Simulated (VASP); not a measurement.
Runs of VASP 6.6.1 on Au. The structure is that of space group I4/mmm (No. 139), or close to it. The cells are those of the table. 

```tsv
cell	gap on the mesh (eV)	pressure (GPa)
a = 2.902, b = 2.902, c = 2.661 Å, angles 62.7, 62.7, 54.6°, 1 atom	none	(b)
a = 2.902, b = 2.902, c = 3.124 Å, angles 57.4, 57.4, 65.1°, 1 atom	none	-2.8
a = 2.895, b = 2.895, c = 3.008 Å, angles 58.7, 58.7, 62.6°, 1 atom	none	1.5
a = 2.840, b = 2.840, c = 3.008 Å, angles 58.0, 58.0, 64.0°, 1 atom	none	(a)
a = 2.779, b = 2.779, c = 2.893 Å, angles 58.6, 58.6, 62.7°, 1 atom	none	26.9
a = 2.956, b = 2.956, c = 2.777 Å, angles 62.0, 62.0, 56.0°, 1 atom	none	9.3
```

Alike in all rows: task single point; level PBE; potentials or basis VASP PAW PBE potentials, release 64 (Au); no spin polarisation; k mesh 20 × 20 × 20; cutoff (eV) 520; smearing gaussian 0.15 eV.

Task: Fill in the values left out.

Result: (a) 8.8; (b) 31.2.

Caveats: spin-orbit coupling is left out, which moves the levels of the heavy elements.

A k mesh can miss the band edges, and the runs leave out spin-orbit coupling on Au.

A gap of «none» marks levels without a gap at the run's occupations.
